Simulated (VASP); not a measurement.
# In2O3 (R-3c) in VASP: settings compared

In2O3 is run at these levels: PBE, r2SCAN; tasks: single point.

Everything below comes from runs of VASP 6.6.1. Logs are shortened: lines on timing, memory, paths and dates and some standing lists are left out, and cuts for length are marked.

## Step 1: The cell of the first run

It takes space group R-3c (No. 167, trigonal). The conventional cell has a = 5.516 Å, b = 5.516 Å, c = 14.591 Å, α = 90.00°, β = 90.00°, γ = 120.00°. In (site symmetry 3) has 6 O at 2.13 to 2.27 Å within 2.8 Å. O (site symmetry 2) has 4 In at 2.13 to 2.27 Å and 8 O at 2.83 to 3.12 Å within 3.2 Å.

## Step 2: Single point, PBE

The input, INCAR:

```
PREC = Accurate
ENCUT = 520
EDIFF = 1E-6
ISMEAR = -1
SIGMA = 0.01
LREAL = False
LASPH = True
NELM = 100
ALGO = Normal
ISIF = 2
LWAVE = False
LCHARG = True
GGA = PE
LELF = True
LVHAR = True
NBANDS = 55
```

The input, KPOINTS:

```
regular mesh
0
Gamma
  6 6 6
```

The input, POSCAR:

```
In2O3
1.0
    2.7581043173      1.5923922700      4.8636867567
   -2.7581043173      1.5923922700      4.8636867567
    0.0000000000     -3.1847845401      4.8636867567
In O
4 6
Direct
    0.6423204020      0.6423204020      0.6423204020
    0.8576795980      0.8576795980      0.8576795980
    0.3576795980      0.3576795980      0.3576795980
    0.1423204020      0.1423204020      0.1423204020
    0.0463011546      0.7500000000      0.4536988454
    0.7500000000      0.4536988454      0.0463011546
    0.4536988454      0.0463011546      0.7500000000
    0.9536988454      0.2500000000      0.5463011546
    0.5463011546      0.9536988454      0.2500000000
    0.2500000000      0.5463011546      0.9536988454
```

Potentials or basis: VASP PAW PBE potentials, release 64 (In_d, O).

Run with:

```bash
$ cat potpaw_PBE.64/In_d/POTCAR potpaw_PBE.64/O/POTCAR > POTCAR
$ mpirun -np 1 vasp_std > vasp.out
```

OUTCAR:

```text
PREC = Accurate
   ENCUT = 520
   EDIFF = 1E-6
   ISMEAR = -1
   LREAL = False
   LASPH = True
   NELM = 100
   ISIF = 2
   GGA = PE

 ion  position               nearest neighbor table
   1  0.642  0.642  0.642-  10 2.13   9 2.13   8 2.13   5 2.27   6 2.27   7 2.27   2 3.14   3 3.26
                             3 3.26   3 3.26   2 3.62   2 3.62   2 3.62   4 4.01   4 4.01   4 4.01
   2  0.858  0.858  0.858-   8 2.13   9 2.13  10 2.13   6 2.27   5 2.27   7 2.27   1 3.14   4 3.26
                             4 3.26   4 3.26   1 3.62   1 3.62   1 3.62   3 4.01   3 4.01   3 4.01
   3  0.358  0.358  0.358-   6 2.13   7 2.13   5 2.13   8 2.27  10 2.27   9 2.27   4 3.14   1 3.26
                             1 3.26   1 3.26   4 3.62   4 3.62   4 3.62   2 4.01   2 4.01   2 4.01
   4  0.142  0.142  0.142-   5 2.13   7 2.13   6 2.13  10 2.27   8 2.27   9 2.27   3 3.14   2 3.26
                             2 3.26   2 3.26   3 3.62   3 3.62   3 3.62   1 4.01   1 4.01   1 4.01
   5  0.046  0.750  0.454-   4 2.13   3 2.13   1 2.27   2 2.27
   6  0.750  0.454  0.046-   3 2.13   4 2.13   2 2.27   1 2.27
   7  0.454  0.046  0.750-   3 2.13   4 2.13   1 2.27   2 2.27
   8  0.954  0.250  0.546-   2 2.13   1 2.13   3 2.27   4 2.27
   9  0.546  0.954  0.250-   1 2.13   2 2.13   3 2.27   4 2.27
  10  0.250  0.546  0.954-   1 2.13   2 2.13   4 2.27   3 2.27

  LATTYP: Found a trigonal (rhomboedric) cell.
 ALAT       =     5.8136306585
 COS(alpha) =     0.5498507853

  Lattice vectors:

 A1 = (   2.7581043173,   1.5923922700,   4.8636867567)
 A2 = (  -2.7581043173,   1.5923922700,   4.8636867567)
 A3 = (   0.0000000000,  -3.1847845401,   4.8636867567)

Analysis of symmetry for initial positions (statically):
=====================================================================
 Subroutine PRICEL returns:
 Original cell was already a primitive cell.

 Routine SETGRP: Setting up the symmetry group for a
 trigonal (rhombohedral) supercell.

 Subroutine GETGRP returns: Found 12 space group operations
 (whereof  6 operations were pure point group operations)
 out of a pool of 12 trial point group operations.

The static configuration has the point symmetry S_6 .
 The point group associated with its full space group is D_3d.

Analysis of symmetry for dynamics (positions and initial velocities):
=====================================================================
 Subroutine PRICEL returns:
 Original cell was already a primitive cell.

 Routine SETGRP: Setting up the symmetry group for a
 trigonal (rhombohedral) supercell.

 Subroutine GETGRP returns: Found 12 space group operations
 (whereof  6 operations were pure point group operations)
 out of a pool of 12 trial point group operations.

The dynamic configuration has the point symmetry S_6 .
 The point group associated with its full space group is D_3d.

 Subroutine INISYM returns: Found 12 space group operations
 (whereof  6 operations are pure point group operations),
 and found     1 'primitive' translations

----------------------------------------------------------------------------------------

                                     Primitive cell

  volume of cell :     128.1674

  direct lattice vectors                    reciprocal lattice vectors
     2.758104317  1.592392270  4.863686757     0.181283934  0.104664328  0.068535115
    -2.758104317  1.592392270  4.863686757    -0.181283934  0.104664328  0.068535115
     0.000000000 -3.184784540  4.863686757     0.000000000 -0.209328656  0.068535115

  length of vectors
     5.813630659  5.813630659  5.813630659     0.220262453  0.220262453  0.220262453

  position of ions in fractional coordinates (direct lattice)
     0.642320402  0.642320402  0.642320402
     0.857679598  0.857679598  0.857679598
     0.357679598  0.357679598  0.357679598
     0.142320402  0.142320402  0.142320402
     0.046301155  0.750000000  0.453698845
     0.750000000  0.453698845  0.046301155
     0.453698845  0.046301155  0.750000000
     0.953698845  0.250000000  0.546301155
     0.546301155  0.953698845  0.250000000
     0.250000000  0.546301155  0.953698845

  ion indices of the primitive-cell ions
   primitive index   ion index
                 1           1
                 2           2
                 3           3
                 4           4
                 5           5
                 6           6
                 7           7
                 8           8
                 9           9
                10          10

----------------------------------------------------------------------------------------

 KPOINTS: regular mesh

Automatic generation of k-mesh.
 Grid dimensions read from file:
 generate k-points for:    6    6    6

 Generating k-lattice:

  Cartesian coordinates                     Fractional coordinates (reciprocal lattice)
     0.030213989  0.017444055  0.011422519     0.166666667 -0.000000000 -0.000000000
    -0.030213989  0.017444055  0.011422519    -0.000000000  0.166666667 -0.000000000
     0.000000000 -0.034888109  0.011422519    -0.000000000 -0.000000000  0.166666667

  Length of vectors
     0.036710409  0.036710409  0.036710409

  Shift w.r.t. Gamma in fractional coordinates (k-lattice)
     0.000000000  0.000000000  0.000000000

 Subroutine IBZKPT returns following result:
 ===========================================

 Found     32 irreducible k-points:

 Following reciprocal coordinates:
            Coordinates               Weight
  0.000000  0.000000  0.000000      1.000000
  0.166667  0.000000 -0.000000      6.000000
  0.333333 -0.000000 -0.000000      6.000000
  0.500000 -0.000000 -0.000000      3.000000
  0.166667  0.166667 -0.000000      6.000000
  0.333333  0.166667 -0.000000     12.000000
[... 16 lines left out ...]
  0.500000  0.500000  0.166667      6.000000
 -0.333333  0.500000  0.166667     12.000000
 [... further k-points ...]
   k-points           NKPTS =     32   k-points in BZ     NKDIM =     32   number of bands    NBANDS=     55
   number of dos      NEDOS =    301   number of ions     NIONS =     10
   total plane-waves  NPLWV = 110592
   dimension x,y,z NGX =    48 NGY =   48 NGZ =   48
   dimension x,y,z NGXF=    96 NGYF=   96 NGZF=   96
   ions per type =               4   6
   NGX,Y,Z   is equivalent  to a cutoff of  13.73, 13.73, 13.73 a.u.
   NGXF,Y,Z  is equivalent  to a cutoff of  27.45, 27.45, 27.45 a.u.
 SYSTEM =  unknown system
   PREC   = accura    normal or accurate (medium, high low for compatibility)
   ISTART =      0    job   : 0-new  1-cont  2-samecut
   ICHARG =      2    charge: 1-file 2-atom 10-const
   ISPIN  =      1    spin polarized calculation?
   LNONCOLLINEAR =      F non collinear calculations
   LSORBIT =      F    spin-orbit coupling
   LASPH  =      T    aspherical Exc in radial PAW
   ENCUT  =  520.0 eV  38.22 Ry    6.18 a.u.  10.81 10.81 10.81*2*pi/ulx,y,z
   NELM   =    100;   NELMIN=  2; NELMDL= -5     # of ELM steps
   EDIFF  = 0.1E-05   stopping-criterion for ELM
   LREAL  =      F    real-space projection
   EDIFFG = 0.1E-04   stopping-criterion for IOM
   NSW    =      0    number of steps for IOM
   IBRION =     -1    ionic relax: 0-MD 1-quasi-New 2-CG
   NFREE  =      0    steps in history (QN), initial steepest desc. (CG)
   ISIF   =      2    stress and relaxation
   ISYM   =      2    0-nonsym 1-usesym 2-fastsym
   POTIM  = 0.5000    time-step for ionic-motion
   TEBEG  =    0.0;   TEEND  =   0.0 temperature during run
   PSTRESS=    0.0 pullay stress
   NELECT =      88.0000    total number of electrons
   NUPDOWN=      -1.0000    fix difference up-down
   EMIN   =  10.00;   EMAX   =-10.00  energy-range for DOS
   EFERMI =   0.00;   METHOD = LEGACY
   ISMEAR =    -1;   SIGMA  =   0.01  broadening in eV -4-tet -1-fermi 0-gaus
   EFERMI_NEDOS =   21; number of points for ismear=-14 and -15
   IALGO  =     38    algorithm
   IMIX   =      4    mixing-type and parameters
     AMIX     =   0.40;   BMIX     =  1.00
     AMIX_MAG =   1.60;   BMIX_MAG =  1.00
  volume/ion in A,a.u.               =      12.82        86.49
  Fermi-wavevector in a.u.,A,eV,Ry     =   1.444253  2.729242 28.379928  2.085866
  Thomas-Fermi vector in A             =   2.562569
   LORBIT       =      0    0 simple, 1 ext, 2 COOP (PROOUT), +10 PAW based schemes
   GGA     = PE    functional components
   LHFCALC =     F    Hartree Fock is set to
   AEXX    =    0.0000 exact exchange contribution
   IVDW    =     0    specifies the selected vdW correction
   LEPSILON=     F    determine dielectric tensor
   LRPA    =     F    only Hartree local field effects (RPA)
 non-spin polarized calculation
  energy-cutoff  :      520.00
  volume of cell :      128.17
 maximum number of plane-waves:      3466
 NGX is ok and might be reduce to    48
   NGX = 21   NGY = 21   NGZ = 21

 number of electron      88.0000017 magnetization

 Free energy of the ion-electron system (eV)
  ---------------------------------------------------
  ext. energy  EPLUGINS =         0.00000000
  ---------------------------------------------------
  free energy    TOTEN  =       -55.38911043 eV

  energy without entropy =      -55.38911043  energy(sigma->0) =      -55.38911043

 E-fermi :   5.7384     XC(G=0): -11.1503

 val. band max:        5.4399192948   @ k =   0.3333  -0.0000  -0.0000
 cond. band min:       6.6145744230   @ k =   0.0000   0.0000   0.0000
 fundamental gap:      1.1746551282
 Fermi energy:         5.7384086667

 k-point     1 :       0.0000    0.0000    0.0000
  band No.  band energies     occupation
      1     -12.1049      2.00000
      2     -11.2420      2.00000
      3     -11.2420      2.00000
      4     -11.0339      2.00000
      5     -11.0339      2.00000
      6     -10.9512      2.00000
[... 47 lines left out ...]
     54      15.2668      0.00000
     55      15.7952      0.00000

 k-point     2 :       0.1667    0.0000   -0.0000
  band No.  band energies     occupation
      1     -12.0304      2.00000
      2     -11.2330      2.00000
      3     -11.2274      2.00000
      4     -11.1014      2.00000
      5     -11.0498      2.00000
      6     -10.9756      2.00000
[... 47 lines left out ...]
     54      15.8476      0.00000
     55      15.9445      0.00000

 k-point     3 :       0.3333   -0.0000   -0.0000
  band No.  band energies     occupation
      1     -11.8280      2.00000
      2     -11.2931      2.00000
      3     -11.2003      2.00000
      4     -11.1844      2.00000
      5     -11.0927      2.00000
      6     -11.0375      2.00000
[... 1152 lines left out ...]
 k-point    23 :       0.5000    0.5000    0.1667
  band No.  band energies     occupation
      1     -11.6787      2.00000
      2     -11.4249      2.00000
      3     -11.2451      2.00000
      4     -11.1537      2.00000
      5     -11.1201      2.00000
      6     -10.9749      2.00000
[... 47 lines left out ...]
     54      16.2552      0.00000
     55      16.7599      0.00000

 k-point    24 :      -0.3333    0.5000    0.1667
  band No.  band energies     occupation
      1     -11.6087      2.00000
      2     -11.4683      2.00000
      3     -11.2564      2.00000
      4     -11.1885      2.00000
      5     -11.0789      2.00000
      6     -10.9853      2.00000
[... 47 lines left out ...]
     54      15.9655      0.00000
     55      16.6368      0.00000

 [... further k-points ...]

------------------------ aborting loop because EDIFF is reached ----------------------------------------

  FORCE on cell =-STRESS in cart. coord.  units (eV):
  Direction    XX          YY          ZZ          XY          YZ          ZX
  --------------------------------------------------------------------------------------
  -------------------------------------------------------------------------------------
  Total        5.0078300      5.0078300      3.9962956      0.0000000     -0.0000000      0.0000000
  in kB       62.6011869     62.6011869     49.9563377      0.0000000     -0.0000000      0.0000000
  external PRESSURE =      58.3862371 kB  Pullay stress =       0.0000000 kB

 VOLUME and BASIS-vectors are now :
 -----------------------------------------------------------------------------
  energy-cutoff  :      520.00
  volume of cell :      128.17
      direct lattice vectors                 reciprocal lattice vectors
     2.758104317  1.592392270  4.863686757     0.181283934  0.104664328  0.068535115
    -2.758104317  1.592392270  4.863686757    -0.181283934  0.104664328  0.068535115
     0.000000000 -3.184784540  4.863686757     0.000000000 -0.209328656  0.068535115

 POSITION                                       TOTAL-FORCE (eV/Angst)
 -----------------------------------------------------------------------------------
      0.00000     -0.00000      9.37214        -0.000000     -0.000000      0.026020
      0.00000     -0.00000     12.51445        -0.000000      0.000000     -0.026020
      0.00000     -0.00000      5.21892        -0.000000      0.000000     -0.026020
      0.00000     -0.00000      2.07661        -0.000000     -0.000000      0.026020
     -1.94087     -0.17691      6.07961        -0.013575     -0.023512     -0.000000
      0.81723      1.76930      6.07961        -0.013575      0.023512     -0.000000
      1.12365     -1.59239      6.07961         0.027149     -0.000000     -0.000000
      1.94087      0.17691      8.51145         0.013575      0.023512     -0.000000
     -1.12365      1.59239      8.51145        -0.027149     -0.000000     -0.000000
     -0.81723     -1.76930      8.51145         0.013575     -0.023512     -0.000000
 -----------------------------------------------------------------------------------
    total drift:                                0.000000     -0.000000     -0.000000

  FREE ENERGIE OF THE ION-ELECTRON SYSTEM (eV)
  ---------------------------------------------------
  free  energy   TOTEN  =       -55.3891104311 eV

  energy  without entropy=      -55.3891104311  energy(sigma->0) =      -55.38911043
```

Run time: 4.2 min. Hardware: 1 thread of Oxide Virtual Turin-like, shared host; peak memory 0.37 GiB.

Results:

```
Free energy            : -55.3891 eV
Pressure               : 5.8 GPa
Largest force          : 0.027 eV/Å
Band gap on the k mesh : 1.17 eV (least direct gap 1.22 eV)
```

Forces on the atoms (eV/Å):
```
In   0.000  0.000  0.026
In   0.000  0.000 -0.026
In   0.000  0.000 -0.026
In   0.000  0.000  0.026
O   -0.014 -0.024  0.000
O   -0.014  0.024  0.000
O    0.027  0.000  0.000
O    0.014  0.024  0.000
O   -0.027  0.000  0.000
O    0.014 -0.024  0.000
```

Stress tensor (GPa, compression positive):
```
6.26 0.00 0.00
0.00 6.26 0.00
0.00 0.00 5.00
```

Caveat: the cell stands under pressure; spin-orbit coupling is left out, which moves the levels of the heavy elements.

## Step 3: Single point, r2SCAN

The input, POSCAR:

```
In2O3
1.0
    2.7581043173      1.5923922700      4.8636867567
   -2.7581043173      1.5923922700      4.8636867567
    0.0000000000     -3.1847845401      4.8636867567
In O
4 6
Direct
    0.6430804182      0.6430804182      0.6430804182
    0.8569195818      0.8569195818      0.8569195818
    0.3569195818      0.3569195818      0.3569195818
    0.1430804182      0.1430804182      0.1430804182
    0.0468829399      0.7500000000      0.4531170601
    0.7500000000      0.4531170601      0.0468829399
    0.4531170601      0.0468829399      0.7500000000
    0.9531170601      0.2500000000      0.5468829399
    0.5468829399      0.9531170601      0.2500000000
    0.2500000000      0.5468829399      0.9531170601
```

The input, INCAR.step1:

```
SYSTEM = In2O3
ALGO = Normal
EDIFF = 1E-4
ENCUT = 520
GGA = PE
ISMEAR = -1
LASPH = .True.
LCHARG = .False.
LREAL = .False.
LWAVE = .True.
NBANDS = 55
NELM = 60
PREC = Accurate
SIGMA = 0.01
```

The input, INCAR.step2:

```
SYSTEM = In2O3
ALGO = Normal
EDIFF = 1E-6
ENCUT = 520
ISIF = 2
ISMEAR = -1
ISTART = 1
LASPH = .True.
LCHARG = .True.
LELF = .True.
LMIXTAU = .True.
LREAL = .False.
LVHAR = .True.
LWAVE = .False.
METAGGA = R2SCAN
NBANDS = 55
NELM = 60
PREC = Accurate
SIGMA = 0.01
```

The input, KPOINTS:

```
k-points
0
Gamma
  6 6 6
  0 0 0
```

Potentials or basis: VASP PAW PBE potentials, release 64 (In_d, O).

Run with:

```bash
$ cat potpaw_PBE.64/In_d/POTCAR potpaw_PBE.64/O/POTCAR > POTCAR
$ cp INCAR.step1 INCAR
$ mpirun -np 1 vasp_std > vasp.out
$ cp INCAR.step2 INCAR
$ mpirun -np 1 vasp_std > vasp.out
```

Run time: 42 min. Hardware: 1 thread of Oxide Virtual Turin-like, shared host; peak memory 0.42 GiB.

Results (log left out):

* Free energy: -144.4641 eV
* Pressure: 0.2 GPa
* Largest force: 0.024 eV/Å
* Band gap on the k mesh: 1.78 eV (least direct gap 1.82 eV)

Forces in eV/Å, atoms in the order of the input:
```
In   0.000  0.000 -0.024
In   0.000  0.000  0.024
In   0.000  0.000  0.024
In   0.000  0.000 -0.024
O   -0.005 -0.008  0.000
O   -0.005  0.008  0.000
O    0.009  0.000  0.000
O    0.005  0.008  0.000
O   -0.009  0.000  0.000
O    0.005 -0.008  0.000
```

Levels at points of the mesh, in eV from the valence-band top:
| k point | band 40 | band 41 | band 42 | band 43 | band 44 | band 45 | band 46 | band 47 | band 48 | band 49 |
| --- | --- | --- | --- | --- | --- | --- | --- | --- | --- | --- |
| (0.00, 0.00, 0.00) | -0.39 | -0.26 | -0.26 | -0.04 | -0.04 | 1.78 | 6.17 | 6.92 | 7.90 | 9.96 |
| (0.50, 0.00, 0.00) | -0.90 | -0.72 | -0.72 | -0.06 | -0.06 | 5.49 | 5.49 | 6.51 | 6.51 | 9.09 |
| (0.50, 0.50, 0.00) | -0.84 | -0.55 | -0.33 | -0.08 | -0.03 | 5.75 | 6.07 | 7.08 | 7.15 | 8.02 |
| (0.50, 0.50, 0.50) | -1.08 | -0.19 | -0.19 | -0.19 | -0.19 | 4.92 | 4.92 | 7.84 | 7.84 | 8.96 |

Caveat: the PAW data sets were made with another functional, which shifts forces and pressure a little; spin-orbit coupling is left out, which moves the levels of the heavy elements.
